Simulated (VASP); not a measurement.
# SnC2 (P4/mmm) in VASP: single point with PBE

Aim: the single point of SnC2 with PBE.

Everything below comes from runs of VASP 6.6.1. Logs are shortened: lines on timing, memory, paths and dates and some standing lists are left out, and cuts for length are marked.

**1. The cell of the first run**

It takes space group P4/mmm (No. 123, tetragonal). The conventional cell has a = 5.219 Å, b = 5.219 Å, c = 7.034 Å, α = 90.00°, β = 90.00°, γ = 90.00°. Sn (site symmetry 4mm) has 4 C at 2.44 Å and 1 Sn at 2.83 Å within 3.2 Å. C (site symmetry m2m) has 1 C at 1.25 Å within 1.7 Å.

The cell was generated, and may not be a known phase.

**2. Single point, PBE**

INCAR reads:

```
PREC = Accurate
ENCUT = 600
EDIFF = 1E-6
ISMEAR = 0
SIGMA = 0.2
LREAL = False
LASPH = True
NELM = 120
ALGO = Normal
ISIF = 2
LWAVE = False
LCHARG = False
GGA = PE
NBANDS = 31
GGA_COMPAT = False
```

KPOINTS reads:

```
regular mesh
0
Gamma
  4 4 3
```

POSCAR reads:

```
SnC2
1.0
    5.2194253752      0.0000000000      0.0000000000
    0.0000000000      5.2194253752      0.0000000000
    0.0000000000      0.0000000000      7.0335428246
Sn C
2 4
Direct
    0.5000000000      0.5000000000      0.8994162253
    0.5000000000      0.5000000000      0.3024005271
    0.1200891993      0.5000000000      0.1009076219
    0.8799108007      0.5000000000      0.1009076219
    0.5000000000      0.1200891993      0.1009076219
    0.5000000000      0.8799108007      0.1009076219
```

Potentials or basis: VASP PAW PBE potentials, release 64 (Sn_d, C).

On the command line:

```sh
$ cat potpaw_PBE.64/Sn_d/POTCAR potpaw_PBE.64/C/POTCAR > POTCAR
$ mpirun -np 1 vasp_std > vasp.out
```

OUTCAR:

```text
PREC = Accurate
   ENCUT = 600
   EDIFF = 1E-6
   ISMEAR = 0
   LREAL = False
   LASPH = True
   NELM = 120
   ISIF = 2
   GGA = PE

 ion  position               nearest neighbor table
   1  0.500  0.500  0.899-   3 2.44   4 2.44   5 2.44   6 2.44   2 2.83
   2  0.500  0.500  0.302-   3 2.44   4 2.44   5 2.44   6 2.44   1 2.83
   3  0.120  0.500  0.101-   4 1.25   1 2.44   2 2.44
   4  0.880  0.500  0.101-   3 1.25   1 2.44   2 2.44
   5  0.500  0.120  0.101-   6 1.25   1 2.44   2 2.44
   6  0.500  0.880  0.101-   5 1.25   1 2.44   2 2.44

  LATTYP: Found a simple tetragonal cell.
 ALAT       =     5.2194253752
 C/A-ratio  =     1.3475703395

  Lattice vectors:

 A1 = (   5.2194253752,   0.0000000000,   0.0000000000)
 A2 = (   0.0000000000,   5.2194253752,   0.0000000000)
 A3 = (   0.0000000000,   0.0000000000,   7.0335428246)

Analysis of symmetry for initial positions (statically):
=====================================================================
 Subroutine PRICEL returns:
 Original cell was already a primitive cell.

 Routine SETGRP: Setting up the symmetry group for a
 simple tetragonal supercell.

 Subroutine GETGRP returns: Found 16 space group operations
 (whereof  8 operations were pure point group operations)
 out of a pool of 16 trial point group operations.

The static configuration has the point symmetry C_4v.
 The point group associated with its full space group is D_4h.

Analysis of symmetry for dynamics (positions and initial velocities):
=====================================================================
 Subroutine PRICEL returns:
 Original cell was already a primitive cell.

 Routine SETGRP: Setting up the symmetry group for a
 simple tetragonal supercell.

 Subroutine GETGRP returns: Found 16 space group operations
 (whereof  8 operations were pure point group operations)
 out of a pool of 16 trial point group operations.

The dynamic configuration has the point symmetry C_4v.
 The point group associated with its full space group is D_4h.

 Subroutine INISYM returns: Found 16 space group operations
 (whereof  8 operations are pure point group operations),
 and found     1 'primitive' translations

----------------------------------------------------------------------------------------

                                     Primitive cell

  volume of cell :     191.6106

  direct lattice vectors                    reciprocal lattice vectors
     5.219425375  0.000000000  0.000000000     0.191591972  0.000000000  0.000000000
     0.000000000  5.219425375  0.000000000     0.000000000  0.191591972  0.000000000
     0.000000000  0.000000000  7.033542825     0.000000000  0.000000000  0.142175860

  length of vectors
     5.219425375  5.219425375  7.033542825     0.191591972  0.191591972  0.142175860

  position of ions in fractional coordinates (direct lattice)
     0.500000000  0.500000000  0.899416225
     0.500000000  0.500000000  0.302400527
     0.120089199  0.500000000  0.100907622
     0.879910801  0.500000000  0.100907622
     0.500000000  0.120089199  0.100907622
     0.500000000  0.879910801  0.100907622

  ion indices of the primitive-cell ions
   primitive index   ion index
                 1           1
                 2           2
                 3           3
                 4           4
                 5           5
                 6           6

----------------------------------------------------------------------------------------

 KPOINTS: regular mesh

Automatic generation of k-mesh.
 Grid dimensions read from file:
 generate k-points for:    4    4    3

 Generating k-lattice:

  Cartesian coordinates                     Fractional coordinates (reciprocal lattice)
     0.047897993  0.000000000  0.000000000     0.250000000  0.000000000  0.000000000
     0.000000000  0.047897993  0.000000000     0.000000000  0.250000000  0.000000000
     0.000000000  0.000000000  0.047391953     0.000000000  0.000000000  0.333333333

  Length of vectors
     0.047897993  0.047897993  0.047391953

  Shift w.r.t. Gamma in fractional coordinates (k-lattice)
     0.000000000  0.000000000  0.000000000

 Subroutine IBZKPT returns following result:
 ===========================================

 Found     12 irreducible k-points:

 Following reciprocal coordinates:
            Coordinates               Weight
  0.000000  0.000000  0.000000      1.000000
  0.250000  0.000000  0.000000      4.000000
  0.500000  0.000000  0.000000      2.000000
  0.250000  0.250000  0.000000      4.000000
  0.500000  0.250000  0.000000      4.000000
  0.500000  0.500000  0.000000      1.000000
  0.000000  0.000000  0.333333      2.000000
  0.250000  0.000000  0.333333      8.000000
  0.500000  0.000000  0.333333      4.000000
  0.250000  0.250000  0.333333      8.000000
  0.500000  0.250000  0.333333      8.000000
  0.500000  0.500000  0.333333      2.000000
   k-points           NKPTS =     12   k-points in BZ     NKDIM =     12   number of bands    NBANDS=     31
   number of dos      NEDOS =    301   number of ions     NIONS =      6
   total plane-waves  NPLWV =  98784
   dimension x,y,z NGX =    42 NGY =   42 NGZ =   56
   dimension x,y,z NGXF=    84 NGYF=   84 NGZF=  112
   ions per type =               2   4
   NGX,Y,Z   is equivalent  to a cutoff of  13.38, 13.38, 13.24 a.u.
   NGXF,Y,Z  is equivalent  to a cutoff of  26.76, 26.76, 26.47 a.u.
 SYSTEM =  unknown system
   PREC   = accura    normal or accurate (medium, high low for compatibility)
   ISTART =      0    job   : 0-new  1-cont  2-samecut
   ICHARG =      2    charge: 1-file 2-atom 10-const
   ISPIN  =      1    spin polarized calculation?
   LNONCOLLINEAR =      F non collinear calculations
   LSORBIT =      F    spin-orbit coupling
   LASPH  =      T    aspherical Exc in radial PAW
   ENCUT  =  600.0 eV  44.10 Ry    6.64 a.u.  10.42 10.42 14.05*2*pi/ulx,y,z
   NELM   =    120;   NELMIN=  2; NELMDL= -5     # of ELM steps
   EDIFF  = 0.1E-05   stopping-criterion for ELM
   LREAL  =      F    real-space projection
   EDIFFG = 0.1E-04   stopping-criterion for IOM
   NSW    =      0    number of steps for IOM
   IBRION =     -1    ionic relax: 0-MD 1-quasi-New 2-CG
   NFREE  =      0    steps in history (QN), initial steepest desc. (CG)
   ISIF   =      2    stress and relaxation
   ISYM   =      2    0-nonsym 1-usesym 2-fastsym
   POTIM  = 0.5000    time-step for ionic-motion
   TEBEG  =    0.0;   TEEND  =   0.0 temperature during run
   PSTRESS=    0.0 pullay stress
   NELECT =      44.0000    total number of electrons
   NUPDOWN=      -1.0000    fix difference up-down
   EMIN   =  10.00;   EMAX   =-10.00  energy-range for DOS
   EFERMI =   0.00;   METHOD = LEGACY
   ISMEAR =     0;   SIGMA  =   0.20  broadening in eV -4-tet -1-fermi 0-gaus
   EFERMI_NEDOS =   21; number of points for ismear=-14 and -15
   IALGO  =     38    algorithm
   IMIX   =      4    mixing-type and parameters
     AMIX     =   0.40;   BMIX     =  1.00
     AMIX_MAG =   1.60;   BMIX_MAG =  1.00
  volume/ion in A,a.u.               =      31.94       215.51
  Fermi-wavevector in a.u.,A,eV,Ry     =   1.002503  1.894457 13.674035  1.005013
  Thomas-Fermi vector in A             =   2.134995
   LORBIT       =      0    0 simple, 1 ext, 2 COOP (PROOUT), +10 PAW based schemes
   GGA     = PE    functional components
   LHFCALC =     F    Hartree Fock is set to
   AEXX    =    0.0000 exact exchange contribution
   IVDW    =     0    specifies the selected vdW correction
   LEPSILON=     F    determine dielectric tensor
   LRPA    =     F    only Hartree local field effects (RPA)
 non-spin polarized calculation
 Gauss-broadening in eV      SIGMA  =   0.20
  energy-cutoff  :      600.00
  volume of cell :      191.61
 maximum number of plane-waves:      6409
 NGX is ok and might be reduce to    42
   NGX = 21   NGY = 21   NGZ = 29

 number of electron      44.0000001 magnetization

 Free energy of the ion-electron system (eV)
  ---------------------------------------------------
  ext. energy  EPLUGINS =         0.00000000
  ---------------------------------------------------
  free energy    TOTEN  =       -36.12702201 eV

  energy without entropy =      -36.12690939  energy(sigma->0) =      -36.12696570

 E-fermi :   0.3366     XC(G=0):  -6.3576

 val. band max:       -0.1064015730   @ k =   0.0000   0.0000   0.3333
 cond. band min:       0.8152040566   @ k =   0.0000   0.0000   0.3333
 fundamental gap:      0.9216056296
 Fermi energy:         0.3365718374

 k-point     1 :       0.0000    0.0000    0.0000
  band No.  band energies     occupation
      1     -21.2296      2.00000
      2     -21.1159      2.00000
      3     -21.1159      2.00000
      4     -21.0589      2.00000
      5     -21.0336      2.00000
      6     -21.0291      2.00000
[... 23 lines left out ...]
     30       6.3245      0.00000
     31       7.3745      0.00000

 k-point     2 :       0.2500    0.0000    0.0000
  band No.  band energies     occupation
      1     -21.2295      2.00000
      2     -21.1172      2.00000
      3     -21.1158      2.00000
      4     -21.0574      2.00000
      5     -21.0338      2.00000
      6     -21.0284      2.00000
[... 23 lines left out ...]
     30       6.5408      0.00000
     31       7.3857      0.00000

 k-point     3 :       0.5000    0.0000    0.0000
  band No.  band energies     occupation
      1     -21.2294      2.00000
      2     -21.1184      2.00000
      3     -21.1158      2.00000
      4     -21.0560      2.00000
      5     -21.0340      2.00000
      6     -21.0277      2.00000
[... 295 lines left out ...]
     30       5.8927      0.00000
     31       6.3652      0.00000

 k-point    12 :       0.5000    0.5000    0.3333
  band No.  band energies     occupation
      1     -21.2242      2.00000
      2     -21.1170      2.00000
      3     -21.1170      2.00000
      4     -21.0531      2.00000
      5     -21.0343      2.00000
      6     -21.0263      2.00000
[... 23 lines left out ...]
     30       5.4522      0.00000
     31       5.9974      0.00000

------------------------ aborting loop because EDIFF is reached ----------------------------------------

  FORCE on cell =-STRESS in cart. coord.  units (eV):
  Direction    XX          YY          ZZ          XY          YZ          ZX
  --------------------------------------------------------------------------------------
  -------------------------------------------------------------------------------------
  Total       -0.0345821     -0.0345821      0.1301408      0.0000000      0.0000000      0.0000000
  in kB       -0.2891629     -0.2891629      1.0881899      0.0000000      0.0000000      0.0000000
  external PRESSURE =       0.1699547 kB  Pullay stress =       0.0000000 kB

 VOLUME and BASIS-vectors are now :
 -----------------------------------------------------------------------------
  energy-cutoff  :      600.00
  volume of cell :      191.61
      direct lattice vectors                 reciprocal lattice vectors
     5.219425375  0.000000000  0.000000000     0.191591972  0.000000000  0.000000000
     0.000000000  5.219425375  0.000000000     0.000000000  0.191591972  0.000000000
     0.000000000  0.000000000  7.033542825     0.000000000  0.000000000  0.142175860

 POSITION                                       TOTAL-FORCE (eV/Angst)
 -----------------------------------------------------------------------------------
      2.60971      2.60971      6.32608         0.000000      0.000000      0.009663
      2.60971      2.60971      2.12695         0.000000      0.000000     -0.009663
      0.62680      2.60971      0.70974         0.072716      0.000000      0.000000
      4.59263      2.60971      0.70974        -0.072716      0.000000     -0.000000
      2.60971      0.62680      0.70974         0.000000      0.072716     -0.000000
      2.60971      4.59263      0.70974         0.000000     -0.072716      0.000000
 -----------------------------------------------------------------------------------
    total drift:                                0.000000     -0.000000      0.010921

  FREE ENERGIE OF THE ION-ELECTRON SYSTEM (eV)
  ---------------------------------------------------
  free  energy   TOTEN  =       -36.1270220149 eV

  energy  without entropy=      -36.1269093941  energy(sigma->0) =      -36.12696570
```

Wall time 55 s (1 thread of Intel Xeon 6975P-C (Granite Rapids), shared host); peak memory 0.33 GiB.

Results:

| Property | Result |
| --- | --- |
| Free energy | -36.1270 eV |
| Pressure | 0.0 GPa |
| Largest force | 0.073 eV/Å |
| Band gap on the k mesh | 0.92 eV |

Forces in eV/Å, atoms in the order of the input:
```
Sn   0.000  0.000  0.010
Sn   0.000  0.000 -0.010
C    0.073  0.000  0.000
C   -0.073  0.000  0.000
C    0.000  0.073  0.000
C    0.000 -0.073  0.000
```

Stress tensor (GPa, compression positive):
```
-0.03  0.00  0.00
 0.00 -0.03  0.00
 0.00  0.00  0.11
```

Caveat: spin-orbit coupling is left out, which moves the levels of the heavy elements. A k mesh can miss the band edges.
